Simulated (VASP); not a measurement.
Write the native input for VASP 6.6.1 that does the following.

```
Task                   : single point
Functional             : r2SCAN
Potentials or basis    : VASP PAW PBE potentials, release 64 (Sn_d, Te)
Cutoff                 : 520 eV
k mesh                 : 8 × 8 × 8
Occupations            : gaussian, width 0.03 eV
Spin                   : no spin polarisation
Dipole correction      : no
Further INCAR settings : ALGO = Normal; EDIFF = 1e-06; NBANDS = 17
```

SnTe:

```
Sn Te
1.0
     0.20313    3.61115    3.61115
     3.81427    0.00000    3.81427
     3.61115    3.61115    0.20313
Sn Te
1 1
Direct
  0.00000 0.00000 0.00000
  0.75000 0.75000 0.75000
```

This cell differs from its parent crystal: strain +0.1125 x Voigt [0, 0, 0, 0, 1, 0].

One way to write it, as run:

POSCAR

```
SnTe
1.0
    0.2031269625      3.6111460000      3.6111460000
    3.8142729625      0.0000000000      3.8142729625
    3.6111460000      3.6111460000      0.2031269625
Sn Te
1 1
Direct
    0.0000000000      0.0000000000      0.0000000000
    0.7500000000      0.7500000000      0.7500000000
```

INCAR.step1

```
PREC     = Accurate       # precision mode
ENCUT    = 520            # plane-wave cutoff, eV
ISMEAR   = 0              # smearing method
SIGMA    = 0.03           # smearing width, eV
LREAL    = F              # projectors in reciprocal space
LASPH    = T              # aspherical terms in the spheres
NELM     = 100            # most SCF steps
NBANDS   = 17             # bands
GGA      = PE             # functional
ALGO     = Normal         # electronic algorithm
EDIFF    = 1E-4           # SCF threshold, eV
LWAVE    = T              # write WAVECAR
LCHARG   = F              # write CHGCAR
```

INCAR.step2

```
PREC     = Accurate       # precision mode
ENCUT    = 520            # plane-wave cutoff, eV
EDIFF    = 1E-6           # SCF threshold, eV
ISMEAR   = 0              # smearing method
SIGMA    = 0.03           # smearing width, eV
LREAL    = F              # projectors in reciprocal space
LASPH    = T              # aspherical terms in the spheres
NELM     = 100            # most SCF steps
ALGO     = Normal         # electronic algorithm
ISIF     = 2              # what is computed and relaxed
LWAVE    = F              # write WAVECAR
LCHARG   = F              # write CHGCAR
METAGGA  = R2SCAN         # meta-GGA
LMIXTAU  = T            
NBANDS   = 17             # bands
ISTART   = 1
```

KPOINTS

```
regular mesh
0
Gamma
  8 8 8
```

Potentials or basis: VASP PAW PBE potentials, release 64 (Sn_d, Te).

Launch:

```console
$ cat potpaw_PBE.64/Sn_d/POTCAR potpaw_PBE.64/Te/POTCAR > POTCAR
$ cp INCAR.step1 INCAR
$ mpirun -np 1 vasp_std > vasp.out
$ cp INCAR.step2 INCAR
$ mpirun -np 1 vasp_std > vasp.out
```

Results of the run:

| Item | Value |
| --- | --- |
| Pressure | -0.4 GPa |
| Largest force | 0.375 eV/Å |
| Band gap on the k mesh | 0.23 eV, indirect (least direct gap 0.93 eV) |

Caveat: the cell differs from its parent crystal (strain +0.1125 x Voigt [0, 0, 0, 0, 1, 0]); the PAW data sets were made with another functional, which shifts forces and pressure a little; spin-orbit coupling is left out, which moves the levels of the heavy elements.

Run time: 8.6 min on 1 thread of Intel(R) Xeon(R) Platinum 8488C (Sapphire Rapids) (shared host), peak memory 0.37 GiB.
